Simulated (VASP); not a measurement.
# CdB15N15 (a cell with a defect) in VASP: single point with PBE

Aim: the single point of CdB15N15 (a cell with a defect) with PBE.

Program: VASP 6.6.1. These are calculated values, not measurements. Logs are shortened: lines on timing, memory, paths and dates and some standing lists are left out, and cuts for length are marked.

## (1) The cell of the first run

The cell holds a defect, 31 atoms: a = 6.277 Å, b = 6.277 Å, c = 6.277 Å, α = 109.47°, β = 109.47°, γ = 109.47°.

## (2) Single point, PBE

INCAR reads:

```
SYSTEM = CdB15N15
PREC     = Accurate       ! precision mode
ENCUT    = 520            ! plane-wave cutoff, eV
EDIFF    = 1E-6           ! SCF threshold, eV
ISMEAR   = -1             ! smearing method
SIGMA    = 0.01           ! smearing width, eV
LREAL    = Auto         
LASPH    = .True.         ! aspherical terms in the spheres
NELM     = 120            ! most SCF steps
ALGO     = Normal         ! electronic algorithm
ISIF     = 2              ! what is computed and relaxed
LWAVE    = .False.        ! write WAVECAR
LCHARG   = .False.        ! write CHGCAR
GGA      = PE             ! functional
NBANDS   = 91             ! bands
GGA_COMPAT= .False.
```

KPOINTS reads:

```
Automatic mesh
0
Gamma
  1 1 1
  0 0 0
```

POSCAR reads:

```
CdB15N15
1.0
   -3.6241103844      3.6241103844     -3.6241103844
    3.6241103844      3.6241103844      3.6241103844
    3.6241103844     -3.6241103844     -3.6241103844
B Cd N
15 1 15
Direct
   -0.0004032903     -0.0006441821     -0.0242973609
    0.0068290873      0.2552020712      0.7600240804
    0.0068277573      0.5079943121      0.5072316824
   -0.0004032781      0.7236804754      0.2513885359
    0.2554432945      0.0065870215      0.7600219330
    0.2554417225      0.5079870298      0.2586170338
    0.2503348236      0.7506836158      0.0027150947
    0.5082344054      0.0065863613      0.5072307508
    0.5082323309      0.2551964338      0.2586182598
    0.4992251657      0.4989805390      0.0040499221
    0.4992256361      0.7520205994      0.7510134738
    0.7239314881     -0.0006416519      0.2513920443
    0.7509238802      0.2500892666      0.0027129772
    0.7522667951      0.4989839867      0.7510167369
    0.7509233707      0.7506795650      0.5021197864
    0.1345480233      0.1342929516      0.3863155228
   -0.0005533035      0.2531441464      0.0047730687
    0.0075148323      0.5047673493      0.7567980582
   -0.0005532513      0.7527439313      0.5051749777
    0.2533882819     -0.0007949251      0.0047749396
    0.2523983661      0.2521575329      0.7823174006
    0.2523986250      0.5302913123      0.5041902144
    0.2533867916      0.7527424024      0.2512358428
    0.5050083357      0.0072670426      0.7567965491
    0.5305429467      0.2521596480      0.5041926789
    0.5050072209      0.5047629271      0.2592969065
    0.5022173809      0.7516648440      0.0036966953
    0.7529844979     -0.0007978342      0.5051722707
    0.7529869832      0.2531406417      0.2512346713
    0.7519061003      0.5019694269      0.0036941306
    0.7519026014      0.7516598911      0.7539982886
```

Potentials or basis: VASP PAW PBE potentials, release 64 (B, Cd_sv_GW, N).

The run is started by

```console
$ cat potpaw_PBE.64/B/POTCAR potpaw_PBE.64/Cd_sv_GW/POTCAR potpaw_PBE.64/N/POTCAR > POTCAR
$ mpirun -np 1 vasp_gam > vasp.out
```

OUTCAR:

```text
SYSTEM = CdB15N15
   PREC = Accurate
   ENCUT = 520
   EDIFF = 1E-6
   ISMEAR = -1
   LREAL = Auto
   LASPH = .True.
   NELM = 120
   ISIF = 2
   GGA = PE

 ion  position               nearest neighbor table
   1  1.000  0.999  0.976-  31 1.51  17 1.54  20 1.54  16 2.17
   2  0.007  0.255  0.760-  21 1.51  17 1.56  18 1.57  28 1.60
   3  0.007  0.508  0.507-  22 1.51  19 1.56  18 1.57  29 1.60
   4  1.000  0.724  0.251-  30 1.51  19 1.54  23 1.54  16 2.17
   5  0.255  0.007  0.760-  21 1.51  20 1.56  24 1.57  19 1.60
   6  0.255  0.508  0.259-  22 1.51  23 1.56  26 1.57  17 1.60
   7  0.250  0.751  0.003-  18 1.54  20 1.55  23 1.55  27 1.58
   8  0.508  0.007  0.507-  25 1.51  28 1.56  24 1.57  23 1.60
   9  0.508  0.255  0.259-  25 1.51  29 1.56  26 1.57  20 1.60
  10  0.499  0.499  0.004-  21 1.50  26 1.58  30 1.58  27 1.58
  11  0.499  0.752  0.751-  22 1.50  24 1.58  31 1.58  27 1.58
  12  0.724  0.999  0.251-  27 1.51  28 1.54  29 1.54  16 2.17
  13  0.751  0.250  0.003-  24 1.54  29 1.55  17 1.55  30 1.58
  14  0.752  0.499  0.751-  25 1.50  18 1.58  30 1.58  31 1.58
  15  0.751  0.751  0.502-  26 1.54  19 1.55  28 1.55  31 1.58
  16  0.135  0.134  0.386-  25 2.11  22 2.11  21 2.11   1 2.17   4 2.17  12 2.17
  17  0.999  0.253  0.005-   1 1.54  13 1.55   2 1.56   6 1.60
  18  0.008  0.505  0.757-   7 1.54   2 1.57   3 1.57  14 1.58
  19  0.999  0.753  0.505-   4 1.54  15 1.55   3 1.56   5 1.60
  20  0.253  0.999  0.005-   1 1.54   7 1.55   5 1.56   9 1.60
  21  0.252  0.252  0.782-  10 1.50   2 1.51   5 1.51  16 2.11
  22  0.252  0.530  0.504-  11 1.50   3 1.51   6 1.51  16 2.11
  23  0.253  0.753  0.251-   4 1.54   7 1.55   6 1.56   8 1.60
  24  0.505  0.007  0.757-  13 1.54   5 1.57   8 1.57  11 1.58
  25  0.531  0.252  0.504-  14 1.50   8 1.51   9 1.51  16 2.11
  26  0.505  0.505  0.259-  15 1.54   6 1.57   9 1.57  10 1.58
  27  0.502  0.752  0.004-  12 1.51   7 1.58  11 1.58  10 1.58
  28  0.753  0.999  0.505-  12 1.54  15 1.55   8 1.56   2 1.60
  29  0.753  0.253  0.251-  12 1.54  13 1.55   9 1.56   3 1.60
  30  0.752  0.502  0.004-   4 1.51  13 1.58  14 1.58  10 1.58
  31  0.752  0.752  0.754-   1 1.51  15 1.58  11 1.58  14 1.58

  LATTYP: Found a body centered cubic cell.
 ALAT       =     7.2482207688

  Lattice vectors:

 A1 = (  -3.6241103844,   3.6241103844,  -3.6241103844)
 A2 = (   3.6241103844,   3.6241103844,   3.6241103844)
 A3 = (   3.6241103844,  -3.6241103844,  -3.6241103844)

Analysis of symmetry for initial positions (statically):
=====================================================================
 Subroutine PRICEL returns:
 Original cell was already a primitive cell.

 Routine SETGRP: Setting up the symmetry group for a
 body centered cubic supercell.

 Subroutine GETGRP returns: Found  1 space group operations
[... 161 lines left out ...]
   PSTRESS=    0.0 pullay stress
   NELECT =     140.0000    total number of electrons
   NUPDOWN=      -1.0000    fix difference up-down
   EMIN   =  10.00;   EMAX   =-10.00  energy-range for DOS
   EFERMI =   0.00;   METHOD = LEGACY
   ISMEAR =    -1;   SIGMA  =   0.01  broadening in eV -4-tet -1-fermi 0-gaus
   EFERMI_NEDOS =   21; number of points for ismear=-14 and -15
   IALGO  =     38    algorithm
   IMIX   =      4    mixing-type and parameters
     AMIX     =   0.40;   BMIX     =  1.00
     AMIX_MAG =   1.60;   BMIX_MAG =  1.00
  volume/ion in A,a.u.               =       6.14        41.45
  Fermi-wavevector in a.u.,A,eV,Ry     =   1.477620  2.792297 29.706428  2.183361
  Thomas-Fermi vector in A             =   2.592002
   LORBIT       =      0    0 simple, 1 ext, 2 COOP (PROOUT), +10 PAW based schemes
   GGA     = PE    functional components
   LHFCALC =     F    Hartree Fock is set to
   AEXX    =    0.0000 exact exchange contribution
   IVDW    =     0    specifies the selected vdW correction
   LEPSILON=     F    determine dielectric tensor
   LRPA    =     F    only Hartree local field effects (RPA)
 non-spin polarized calculation
  energy-cutoff  :      520.00
  volume of cell :      190.40
 maximum number of plane-waves:      2545
 NGX is ok and might be reduce to    48
   NGX = 23   NGY = 23   NGZ = 23

 number of electron     139.9999991 magnetization

 Free energy of the ion-electron system (eV)
  ---------------------------------------------------
  ext. energy  EPLUGINS =         0.00000000
  ---------------------------------------------------
  free energy    TOTEN  =      -253.45848762 eV

  energy without entropy =     -253.45848762  energy(sigma->0) =     -253.45848762

 E-fermi :   8.0821     XC(G=0): -12.9108

 val. band max:        7.7797417333   @ k =   0.0000   0.0000   0.0000
 cond. band min:      12.4020079117   @ k =   0.0000   0.0000   0.0000
 fundamental gap:      4.6222661785
 Fermi energy:         8.0821223051

 k-point     1 :       0.0000    0.0000    0.0000
  band No.  band energies     occupation
      1     -94.0595      2.00000
      2     -55.1715      2.00000
      3     -55.1714      2.00000
      4     -55.0390      2.00000
      5     -12.5389      2.00000
      6      -9.3301      2.00000
[... 74 lines left out ...]
     81      16.7689      0.00000
     82      16.7690      0.00000
 [bands above 82 left out]

------------------------ aborting loop because EDIFF is reached ----------------------------------------

  FORCE on cell =-STRESS in cart. coord.  units (eV):
  Direction    XX          YY          ZZ          XY          YZ          ZX
  --------------------------------------------------------------------------------------
  -------------------------------------------------------------------------------------
  Total       20.8835851     20.8885254     20.8841275     -6.4766412      6.4762802      6.4850695
  in kB      175.7322204    175.7737921    175.7367847    -54.4999590     54.4969214     54.5708822
  external PRESSURE =     175.7475990 kB  Pullay stress =       0.0000000 kB

 VOLUME and BASIS-vectors are now :
 -----------------------------------------------------------------------------
  energy-cutoff  :      520.00
  volume of cell :      190.40
      direct lattice vectors                 reciprocal lattice vectors
    -3.624110384  3.624110384 -3.624110384     0.000000000  0.137964893 -0.137964893
     3.624110384  3.624110384  3.624110384     0.137964893  0.137964893  0.000000000
     3.624110384 -3.624110384 -3.624110384     0.137964893  0.000000000 -0.137964893

 POSITION                                       TOTAL-FORCE (eV/Angst)
 -----------------------------------------------------------------------------------
      3.53518      3.70837     -3.53693        -0.174266      0.218102      0.173906
      3.65454     -1.80478     -1.85428        -0.246211      0.211272      0.075912
      3.65455      0.02751     -0.02198        -0.245815     -0.075617     -0.210220
     -0.08889      5.33429     -1.91101        -0.173572     -0.173613     -0.218795
      1.85252     -1.80478     -3.65629        -0.075465      0.211176      0.245599
      1.85251      1.82949     -0.02200        -0.074218     -0.245191     -0.210269
[... 23 lines left out ...]
     -0.89241      4.53080     -0.91919         0.147964      0.147709     -0.062540
      2.73169      2.71650     -2.73345         0.147906      0.063068     -0.148240
 -----------------------------------------------------------------------------------
    total drift:                               -0.003642      0.000945      0.005350

  FREE ENERGIE OF THE ION-ELECTRON SYSTEM (eV)
  ---------------------------------------------------
  free  energy   TOTEN  =      -253.4584876233 eV

  energy  without entropy=     -253.4584876233  energy(sigma->0) =     -253.45848762
```

stdout:

```text
POSCAR found type information on POSCAR B CdN
 POSCAR found :  3 types and      31 ions
 scaLAPACK will be used
 LDA part: xc-table for (Slater+PW92), standard interpolation
 POSCAR, INCAR and KPOINTS ok, starting setup
 FFT: planning ... GRIDC
 FFT: planning ... GRID_SOFT
 FFT: planning ... GRID
 WAVECAR not read
 entering main loop
```

Run time: 46 s. Hardware: 1 thread of Intel Xeon Platinum 8375C at 2.90GHz (Ice Lake), shared host; peak memory 0.32 GiB.

What came out:

* Free energy: -253.4585 eV
* Pressure: 17.6 GPa
* Largest force: 0.677 eV/Å
* Band gap on the k mesh: 4.62 eV

Forces on the atoms (eV/Å):
```
B   -0.174  0.218  0.174
B   -0.246  0.211  0.076
B   -0.246 -0.076 -0.210
B   -0.174 -0.174 -0.219
B   -0.075  0.211  0.246
B   -0.074 -0.245 -0.210
B   -0.135  0.076 -0.077
B    0.209 -0.075  0.245
B    0.210 -0.245  0.075
B   -0.059  0.092  0.059
B   -0.059 -0.059 -0.090
B    0.218 -0.174  0.174
B    0.076  0.076  0.134
B    0.090 -0.058  0.059
B    0.076 -0.134 -0.075
Cd   0.130  0.125 -0.127
N    0.021 -0.317 -0.597
N   -0.238 -0.050  0.051
N    0.021  0.597  0.316
N    0.597 -0.317 -0.021
N   -0.170 -0.051  0.170
N   -0.170 -0.170  0.051
N    0.597  0.021  0.316
N   -0.050 -0.050  0.239
N   -0.051 -0.170  0.170
N   -0.050 -0.239  0.050
N    0.062  0.148 -0.148
N   -0.316  0.597 -0.022
N   -0.316  0.021 -0.597
N    0.148  0.148 -0.063
N    0.148  0.063 -0.148
```

Levels at points of the mesh, in eV from the valence-band top:
| k point | band 68 | band 69 | band 70 | band 71 | band 72 | band 73 |
| --- | --- | --- | --- | --- | --- | --- |
| (0.00, 0.00, 0.00) | -0.44 | 0.00 | 0.00 | 4.62 | 4.62 | 4.74 |

Caveat: the k points lie up to 1.23 Å⁻¹ apart.
